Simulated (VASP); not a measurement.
Here is a VASP 6.6.1 calculation.

File INCAR:

```
ALGO = Normal
EDIFF = 1E-6
ENCUT = 520
GGA = PS
ISIF = 2
ISMEAR = 0
LASPH = True
LCHARG = False
LREAL = False
LWAVE = False
NBANDS = 49
NELM = 60
PREC = Accurate
SIGMA = 0.02
```

KPOINTS

```
k-points
0
Gamma
  12 12 2
```

POSCAR

```
WS2
1.0
    3.1000694126      0.0000000000      0.0000000000
   -1.5500347063      2.6847388648      0.0000000000
    0.0000000000      0.0000000000     19.3297077354
W S
3 6
Direct
    0.6666666667      0.3333333333      0.3326618767
    0.3333333333      0.6666666667      0.6659952100
    0.0000000000      0.0000000000      0.9993285434
    0.3333333333      0.6666666667      0.2506833573
    0.6666666667      0.3333333333      0.0812880994
    0.0000000000      0.0000000000      0.5840166906
    0.3333333333      0.6666666667      0.4146214327
    0.6666666667      0.3333333333      0.9173500240
    0.0000000000      0.0000000000      0.7479547660
```

Potentials or basis: VASP PAW PBE potentials, release 64 (W_sv, S).

The run is started by

```sh
$ cat potpaw_PBE.64/W_sv/POTCAR potpaw_PBE.64/S/POTCAR > POTCAR
$ mpirun -np 1 vasp_std > vasp.out
```

Question: What does it give for the pressure?

Answer: 3.2 GPa.

Question: Estimate the largest force.

Answer: 0.022 eV/Å.

Question: What does it give for the band gap on the k mesh?

Answer: 1.25 eV.

Forces in eV/Å, atoms in the order of the input:
```
W    0.000  0.000  0.000
W    0.000  0.000  0.000
W    0.000  0.000  0.000
S    0.000  0.000 -0.022
S    0.000  0.000  0.022
S    0.000  0.000 -0.022
S    0.000  0.000  0.022
S    0.000  0.000 -0.022
S    0.000  0.000  0.022
```

Caveat: the cell differs from its parent crystal (biaxial strain in the a-b plane: -1.5 %, then relaxed in part); the PAW data sets were made with another functional, which shifts forces and pressure a little; spin-orbit coupling is left out, which moves the levels of the heavy elements; this functional lacks dispersion, which binds the layers, so the pressure and a relaxed spacing across them are unreliable. A k mesh can miss the band edges.
